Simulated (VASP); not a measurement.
# Ge in VASP: a series of runs, part 2 of 2

VASP 6.6.1. Earlier steps stand in the parts before.

### Step 4. Single point, PBE

This run uses another cell than the first one, of 23.90 Å³/atom, 1.213 times its volume.

File INCAR:

```
PREC     = Accurate       # precision mode
ENCUT    = 520            # plane-wave cutoff, eV
EDIFF    = 1E-6           # SCF threshold, eV
ISMEAR   = 0              # smearing method
SIGMA    = 0.1            # smearing width, eV
LREAL    = F              # projectors in reciprocal space
LASPH    = T              # aspherical terms in the spheres
NELM     = 100            # most SCF steps
ALGO     = Normal         # electronic algorithm
ISIF     = 2              # what is computed and relaxed
LWAVE    = F              # write WAVECAR
LCHARG   = F              # write CHGCAR
GGA      = PE             # functional
NBANDS   = 13             # bands
```

File KPOINTS:

```
regular mesh
0
Gamma
  8 8 4
```

File POSCAR:

```
Ge
1.0
    1.3396956300     -2.2760108000      0.0000000000
    1.3396956300      2.2760108000      0.0000000000
    0.0000000000      0.0000000000      3.9196112300
Ge
1
Direct
    0.5000000000      0.5000000000      0.0000000000
```

Potentials or basis: VASP PAW PBE potentials, release 64 (Ge_d).

On the command line:

```
> cat potpaw_PBE.64/Ge_d/POTCAR > POTCAR
> mpirun -np 1 vasp_std > vasp.out
```

OUTCAR:

```text
PREC = Accurate
   ENCUT = 520
   EDIFF = 1E-6
   ISMEAR = 0
   LREAL = F
   LASPH = T
   NELM = 100
   ISIF = 2
   GGA = PE

 ion  position               nearest neighbor table
   1  0.500  0.500  0.000-

  LATTYP: Found a base centered orthorhombic cell.
 ALAT       =     2.6793912600
 B/A-ratio  =     1.6989014139
 C/A-ratio  =     1.4628737835

  Lattice vectors:

 A1 = (   1.3396956300,  -2.2760108000,   0.0000000000)
 A2 = (   1.3396956300,   2.2760108000,   0.0000000000)
 A3 = (   0.0000000000,   0.0000000000,   3.9196112300)

Analysis of symmetry for initial positions (statically):
=====================================================================
 Subroutine PRICEL returns:
 Original cell was already a primitive cell.

 Routine SETGRP: Setting up the symmetry group for a
 base centered orthorhombic supercell.

 Subroutine GETGRP returns: Found  8 space group operations
 (whereof  8 operations were pure point group operations)
 out of a pool of  8 trial point group operations.

The static configuration has the point symmetry D_2h.

Analysis of symmetry for dynamics (positions and initial velocities):
=====================================================================
 Subroutine PRICEL returns:
 Original cell was already a primitive cell.

 Routine SETGRP: Setting up the symmetry group for a
 base centered orthorhombic supercell.

 Subroutine GETGRP returns: Found  8 space group operations
 (whereof  8 operations were pure point group operations)
 out of a pool of  8 trial point group operations.

The dynamic configuration has the point symmetry D_2h.

 Subroutine INISYM returns: Found  8 space group operations
 (whereof  8 operations are pure point group operations),
 and found     1 'primitive' translations

----------------------------------------------------------------------------------------

                                     Primitive cell

  volume of cell :      23.9031

  direct lattice vectors                    reciprocal lattice vectors
     1.339695630 -2.276010800  0.000000000     0.373219102 -0.219682613  0.000000000
     1.339695630  2.276010800  0.000000000     0.373219102  0.219682613  0.000000000
     0.000000000  0.000000000  3.919611230     0.000000000  0.000000000  0.255127343

  length of vectors
     2.641024336  2.641024336  3.919611230     0.433073837  0.433073837  0.255127343

  position of ions in fractional coordinates (direct lattice)
     0.500000000  0.500000000  0.000000000

  ion indices of the primitive-cell ions
   primitive index   ion index
                 1           1

----------------------------------------------------------------------------------------

 KPOINTS: regular mesh

Automatic generation of k-mesh.
 Grid dimensions read from file:
 generate k-points for:    8    8    4

 Generating k-lattice:

  Cartesian coordinates                     Fractional coordinates (reciprocal lattice)
     0.046652388 -0.027460327  0.000000000     0.125000000  0.000000000  0.000000000
     0.046652388  0.027460327  0.000000000     0.000000000  0.125000000  0.000000000
     0.000000000  0.000000000  0.063781836     0.000000000  0.000000000  0.250000000

  Length of vectors
     0.054134230  0.054134230  0.063781836

  Shift w.r.t. Gamma in fractional coordinates (k-lattice)
     0.000000000  0.000000000  0.000000000

 Subroutine IBZKPT returns following result:
 ===========================================

 Found     63 irreducible k-points:

 Following reciprocal coordinates:
            Coordinates               Weight
  0.000000  0.000000  0.000000      1.000000
  0.125000  0.000000  0.000000      4.000000
  0.250000  0.000000  0.000000      4.000000
  0.375000  0.000000  0.000000      4.000000
  0.500000  0.000000  0.000000      2.000000
  0.125000  0.125000  0.000000      2.000000
[... 16 lines left out ...]
  0.125000  0.000000  0.250000      8.000000
  0.250000  0.000000  0.250000      8.000000
 [... further k-points ...]
   k-points           NKPTS =     63   k-points in BZ     NKDIM =     63   number of bands    NBANDS=     13
   number of dos      NEDOS =    301   number of ions     NIONS =      1
   total plane-waves  NPLWV =  12000
   dimension x,y,z NGX =    20 NGY =   20 NGZ =   30
   dimension x,y,z NGXF=    40 NGYF=   40 NGZF=   60
   ions per type =               1
   NGX,Y,Z   is equivalent  to a cutoff of  12.59, 12.59, 12.72 a.u.
   NGXF,Y,Z  is equivalent  to a cutoff of  25.18, 25.18, 25.45 a.u.
 SYSTEM =  unknown system
   PREC   = accura    normal or accurate (medium, high low for compatibility)
   ISTART =      0    job   : 0-new  1-cont  2-samecut
   ICHARG =      2    charge: 1-file 2-atom 10-const
   ISPIN  =      1    spin polarized calculation?
   LNONCOLLINEAR =      F non collinear calculations
   LSORBIT =      F    spin-orbit coupling
   LASPH  =      T    aspherical Exc in radial PAW
   ENCUT  =  520.0 eV  38.22 Ry    6.18 a.u.   4.91  4.91  7.29*2*pi/ulx,y,z
   NELM   =    100;   NELMIN=  2; NELMDL= -5     # of ELM steps
   EDIFF  = 0.1E-05   stopping-criterion for ELM
   LREAL  =      F    real-space projection
   EDIFFG = 0.1E-04   stopping-criterion for IOM
   NSW    =      0    number of steps for IOM
   IBRION =     -1    ionic relax: 0-MD 1-quasi-New 2-CG
   NFREE  =      0    steps in history (QN), initial steepest desc. (CG)
   ISIF   =      2    stress and relaxation
   ISYM   =      2    0-nonsym 1-usesym 2-fastsym
   POTIM  = 0.5000    time-step for ionic-motion
   TEBEG  =    0.0;   TEEND  =   0.0 temperature during run
   PSTRESS=    0.0 pullay stress
   NELECT =      14.0000    total number of electrons
   NUPDOWN=      -1.0000    fix difference up-down
   EMIN   =  10.00;   EMAX   =-10.00  energy-range for DOS
   EFERMI =   0.00;   METHOD = LEGACY
   ISMEAR =     0;   SIGMA  =   0.10  broadening in eV -4-tet -1-fermi 0-gaus
   EFERMI_NEDOS =   21; number of points for ismear=-14 and -15
   IALGO  =     38    algorithm
   IMIX   =      4    mixing-type and parameters
     AMIX     =   0.40;   BMIX     =  1.00
     AMIX_MAG =   1.60;   BMIX_MAG =  1.00
  volume/ion in A,a.u.               =      23.90       161.31
  Fermi-wavevector in a.u.,A,eV,Ry     =   1.369724  2.588403 25.526482  1.876144
  Thomas-Fermi vector in A             =   2.495574
   LORBIT       =      0    0 simple, 1 ext, 2 COOP (PROOUT), +10 PAW based schemes
   GGA     = PE    functional components
   LHFCALC =     F    Hartree Fock is set to
   AEXX    =    0.0000 exact exchange contribution
   IVDW    =     0    specifies the selected vdW correction
   LEPSILON=     F    determine dielectric tensor
   LRPA    =     F    only Hartree local field effects (RPA)
 non-spin polarized calculation
 Gauss-broadening in eV      SIGMA  =   0.10
  energy-cutoff  :      520.00
  volume of cell :       23.90
 maximum number of plane-waves:       659
   NGX =  9   NGY =  9   NGZ = 15

 number of electron      14.0000016 magnetization

 Free energy of the ion-electron system (eV)
  ---------------------------------------------------
  ext. energy  EPLUGINS =         0.00000000
  ---------------------------------------------------
  free energy    TOTEN  =        -3.74094493 eV

  energy without entropy =       -3.73720513  energy(sigma->0) =       -3.73907503

 E-fermi :   4.2308     XC(G=0):  -9.7964

 val. band max:        4.2078912110   @ k =  -0.2500   0.1250   0.0000
 cond. band min:       4.2343313438   @ k =   0.2500   0.2500   0.5000
 fundamental gap:      0.0264401328
 Fermi energy:         4.2307727373

 k-point     1 :       0.0000    0.0000    0.0000
  band No.  band energies     occupation
      1     -20.4997      2.00000
      2     -20.4722      2.00000
      3     -20.4438      2.00000
      4     -20.3038      2.00000
      5     -20.3028      2.00000
      6      -8.4293      2.00000
      7       2.8466      2.00000
      8       7.5320      0.00000
      9      16.6976      0.00000
     10      17.1135      0.00000
     11      21.7486      0.00000
     12      22.3507      0.00000
     13      22.5555      0.00000
[... 353 lines left out ...]
 k-point    24 :       0.2500    0.0000    0.2500
  band No.  band energies     occupation
      1     -20.5236      2.00000
      2     -20.3859      2.00000
      3     -20.3697      2.00000
      4     -20.3396      2.00000
      5     -20.3173      2.00000
      6      -6.4684      2.00000
      7       2.7199      2.00000
      8       7.7949      0.00000
      9      12.6216      0.00000
     10      13.5358      0.00000
     11      17.4034      0.00000
     12      17.9241      0.00000
     13      24.6893      0.00000

 [... further k-points ...]

------------------------ aborting loop because EDIFF is reached ----------------------------------------

  FORCE on cell =-STRESS in cart. coord.  units (eV):
  Direction    XX          YY          ZZ          XY          YZ          ZX
  --------------------------------------------------------------------------------------
  -------------------------------------------------------------------------------------
  Total        2.0895843      1.4641408     -0.4414199     -0.0000000      0.0000000      0.0000000
  in kB      140.0609376     98.1386254    -29.5875517     -0.0000000      0.0000000      0.0000000
  external PRESSURE =      69.5373371 kB  Pullay stress =       0.0000000 kB

 VOLUME and BASIS-vectors are now :
 -----------------------------------------------------------------------------
  energy-cutoff  :      520.00
  volume of cell :       23.90
      direct lattice vectors                 reciprocal lattice vectors
     1.339695630 -2.276010800  0.000000000     0.373219102 -0.219682613  0.000000000
     1.339695630  2.276010800  0.000000000     0.373219102  0.219682613  0.000000000
     0.000000000  0.000000000  3.919611230     0.000000000  0.000000000  0.255127343

 POSITION                                       TOTAL-FORCE (eV/Angst)
 -----------------------------------------------------------------------------------
      1.33970      0.00000      0.00000         0.000000     -0.000000      0.000000
 -----------------------------------------------------------------------------------
    total drift:                               -0.000000      0.000000     -0.000000

  FREE ENERGIE OF THE ION-ELECTRON SYSTEM (eV)
  ---------------------------------------------------
  free  energy   TOTEN  =        -3.7409449268 eV

  energy  without entropy=       -3.7372051331  energy(sigma->0) =       -3.73907503
```

It took 13 s on 1 thread of Intel Xeon Platinum 8488C (Sapphire Rapids), shared host; peak memory 0.14 GiB.

What came out:

- Free energy: -3.7409 eV
- Pressure: 7.0 GPa
- Band gap on the k mesh: zero (band 7 reaches 5.69 eV, above the bottom of band 8 at 3.61 eV)

Stress tensor (GPa, compression positive):
```
14.01  0.00  0.00
 0.00  9.81  0.00
 0.00  0.00 -2.96
```

Caveat: the k points lie up to 0.40 Å⁻¹ apart.

### Step 5. Relaxation of cell and atoms, PBE

This run uses another cell than the first one, of 19.82 Å³/atom, 1.006 times its volume.

File INCAR:

```
SYSTEM = Ge
PREC = Accurate ; ENCUT = 600
EDIFF = 1E-6 ; ISMEAR = 0
SIGMA = 0.1 ; LREAL = .FALSE.
LASPH = .TRUE. ; NELM = 80
ALGO = Normal ; ISIF = 3
LWAVE = .FALSE. ; LCHARG = .FALSE.
GGA = PE ; IBRION = 2
NSW = 90 ; EDIFFG = -0.04
```

File KPOINTS:

```
Automatic mesh
0
G
  6 6 6
  0 0 0
```

File POSCAR:

```
Ge
1.0
    3.0102034416      0.0000000000      0.0000000000
   -1.5051017208      2.6069126510      0.0000000000
    0.0000000000      0.0000000000      2.5257716425
Ge
1
Direct
    0.0000000000      0.0000000000      0.0000000000
```

Potentials or basis: VASP PAW PBE potentials, release 64 (Ge_d).

On the command line:

```
> cat potpaw_PBE.64/Ge_d/POTCAR > POTCAR
> mpirun -np 1 vasp_std > vasp.out
```

OUTCAR:

```text
SYSTEM = Ge
   PREC = Accurate
   ENCUT = 600
   EDIFF = 1E-6
   ISMEAR = 0
   LREAL = .FALSE.
   LASPH = .TRUE.
   NELM = 80
   ISIF = 3
   GGA = PE
   IBRION = 2
   NSW = 90
   EDIFFG = -0.04

 ion  position               nearest neighbor table
   1  0.000  0.000  0.000-

  LATTYP: Found a hexagonal cell.
 ALAT       =     3.0102034416
 C/A-ratio  =     0.8390700800

  Lattice vectors:

 A1 = (   3.0102034416,   0.0000000000,   0.0000000000)
 A2 = (  -1.5051017208,   2.6069126510,   0.0000000000)
 A3 = (   0.0000000000,   0.0000000000,   2.5257716425)

Analysis of symmetry for initial positions (statically):
=====================================================================
 Subroutine PRICEL returns:
 Original cell was already a primitive cell.

 Routine SETGRP: Setting up the symmetry group for a
 hexagonal supercell.

 Subroutine GETGRP returns: Found 24 space group operations
 (whereof 24 operations were pure point group operations)
 out of a pool of 24 trial point group operations.

The static configuration has the point symmetry D_6h.

Analysis of symmetry for dynamics (positions and initial velocities):
=====================================================================
 Subroutine PRICEL returns:
 Original cell was already a primitive cell.

 Routine SETGRP: Setting up the symmetry group for a
 hexagonal supercell.

 Subroutine GETGRP returns: Found 24 space group operations
 (whereof 24 operations were pure point group operations)
 out of a pool of 24 trial point group operations.

The dynamic configuration has the point symmetry D_6h.

 Subroutine INISYM returns: Found 24 space group operations
 (whereof 24 operations are pure point group operations),
 and found     1 'primitive' translations

[... 120 lines left out ...]
   IVDW    =     0    specifies the selected vdW correction
   LEPSILON=     F    determine dielectric tensor
   LRPA    =     F    only Hartree local field effects (RPA)
 conjugate gradient relaxation of ions
 non-spin polarized calculation
 Gauss-broadening in eV      SIGMA  =   0.10
  energy-cutoff  :      600.00
  volume of cell :       19.82
 maximum number of plane-waves:       678
   NGX = 13   NGY = 13   NGZ = 11

--------------------------------------- Ionic step        1  -------------------------------------------

 number of electron      14.0000006 magnetization

 Free energy of the ion-electron system (eV)
  ---------------------------------------------------
  ext. energy  EPLUGINS =         0.00000000
  ---------------------------------------------------
  free energy    TOTEN  =        -4.14818961 eV

  energy without entropy =       -4.14478666  energy(sigma->0) =       -4.14648814

------------------------ aborting loop because EDIFF is reached ----------------------------------------

  FORCE on cell =-STRESS in cart. coord.  units (eV):
  Direction    XX          YY          ZZ          XY          YZ          ZX
  --------------------------------------------------------------------------------------
  -------------------------------------------------------------------------------------
  Total       -0.6583929     -0.6583929      1.1314035      0.0000000     -0.0000000      0.0000000
  in kB      -53.2205439    -53.2205439     91.4558907      0.0000000     -0.0000000      0.0000000
  external PRESSURE =      -4.9950657 kB  Pullay stress =       0.0000000 kB
[... 197 lines left out ...]
--------------------------------------- Ionic step        7  -------------------------------------------

 number of electron      14.0000016 magnetization

 Free energy of the ion-electron system (eV)
  ---------------------------------------------------
  ext. energy  EPLUGINS =         0.00000000
  ---------------------------------------------------
  free energy    TOTEN  =        -4.31424352 eV

  energy without entropy =       -4.31228017  energy(sigma->0) =       -4.31326185

 E-fermi :   6.7138     XC(G=0): -11.0079

 val. band max:        6.6453532677   @ k =   0.3333  -0.0000   0.3333
 cond. band min:       7.0226971998   @ k =   0.3333   0.1667   0.0000
 fundamental gap:      0.3773439322
 Fermi energy:         6.7137581279

 k-point     1 :       0.0000    0.0000    0.0000
  band No.  band energies     occupation
      1     -18.5461      2.00000
      2     -18.4614      2.00000
      3     -18.4614      2.00000
      4     -18.3486      2.00000
      5     -18.3486      2.00000
      6      -6.6696      2.00000
      7      11.4587      0.00000
      8      14.9312      0.00000
      9      14.9312      0.00000
     10      15.3056      0.00000
     11      20.7265      0.00000
[... 309 lines left out ...]
 k-point    24 :       0.3333   -0.0000    0.5000
  band No.  band energies     occupation
      1     -18.4878      2.00000
      2     -18.4546      2.00000
      3     -18.4070      2.00000
      4     -18.3590      2.00000
      5     -18.3231      2.00000
      6      -0.8054      2.00000
      7       2.9854      2.00000
      8       7.5209      0.00000
      9      12.5845      0.00000
     10      13.7995      0.00000
     11      18.9142      0.00000

 [... further k-points ...]
[... 5 lines left out ...]
  --------------------------------------------------------------------------------------
  -------------------------------------------------------------------------------------
  Total       -0.0103188     -0.0103188      0.0069957      0.0000000      0.0000000      0.0000000
  in kB       -0.8387979     -0.8387979      0.5686709      0.0000000      0.0000000      0.0000000
  external PRESSURE =      -0.3696416 kB  Pullay stress =       0.0000000 kB
[... 16 lines left out ...]
  FREE ENERGIE OF THE ION-ELECTRON SYSTEM (eV)
  ---------------------------------------------------
  free  energy   TOTEN  =        -4.3142435230 eV

  energy  without entropy=       -4.3122801686  energy(sigma->0) =       -4.31326185

 reached required accuracy - stopping structural energy minimisation
```

Wall time 21 s (1 thread of Intel Xeon Platinum 8488C (Sapphire Rapids), shared host); peak memory 0.13 GiB.

Results:

```yaml
Free_energy: -4.3142 eV
Relaxed_volume: 19.71 Å³/atom
Relaxed_cell: a = 2.849 Å, b = 2.849 Å, c = 2.804 Å, α = 90.00°, β = 90.00°, γ = 120.00°
Space_group_after_relaxing_to_0.05_Å: P6/mmm (No. 191)
Energy_gained_by_relaxing: 166.1 meV/atom
Ionic_steps: 7
Pressure_after_relaxing: 0.0 GPa
Band_gap_on_the_k_mesh: zero (band 7 reaches 11.46 eV, above the bottom of band 8 at 3.01 eV)
```

Step by step:
| step | energy change (eV) | largest force (eV/Å) | pressure (GPa) | volume (Å³) |
| --- | --- | --- | --- | --- |
| 1 | 0.0000 | 0.0000 | -0.50 | 19.82 |
| 2 | -0.1234 | 0.0000 | -0.50 | 19.60 |
| 3 | 0.0795 | 0.0000 | 11.44 | 18.40 |
| 4 | -0.1642 | 0.0000 | 0.93 | 19.32 |
| 5 | -0.1643 | 0.0000 | 1.42 | 19.34 |
| 6 | -0.1657 | 0.0000 | -0.43 | 19.90 |
| 7 | -0.1661 | 0.0000 | -0.04 | 19.71 |

Final structure:
```xyz
1
Lattice="2.8491 0.0000 0.0000 -1.4245 2.4674 0.0000 0.0000 0.0000 2.8038" Properties=species:S:1:pos:R:3 pbc="T T T"
Ge    0.0000    0.0000    0.0000
```

Caveat: the k points lie up to 0.42 Å⁻¹ apart in the final cell.

### Step 6. The runs side by side

```csv
task,cell,k mesh,cutoff (eV),gap on the mesh (eV),pressure (GPa)
single point,"a = 2.849, b = 2.849, c = 2.803 Å, angles 90.0, 90.0, 120.0°, 1 atom",6 × 6 × 6,520,none,-0.1
single point,"a = 3.010, b = 3.010, c = 2.526 Å, angles 90.0, 90.0, 120.0°, 1 atom",8 × 8 × 4,520,none,-0.1
single point,"a = 2.641, b = 2.641, c = 3.920 Å, angles 90.0, 90.0, 119.0°, 1 atom",8 × 8 × 4,520,none,7.0
relaxation of cell and atoms,"relaxed from a = 3.010, b = 3.010, c = 2.526 Å, angles 90.0, 90.0, 120.0°, 1 atom",6 × 6 × 6,600,none,0.0
```

Alike in all rows: level PBE; potentials or basis VASP PAW PBE potentials, release 64 (Ge_d); no spin polarisation; smearing gaussian 0.1 eV.

Caveats: all runs use coarse meshes.

Absolute energies hang on the potentials; compare differences alone.
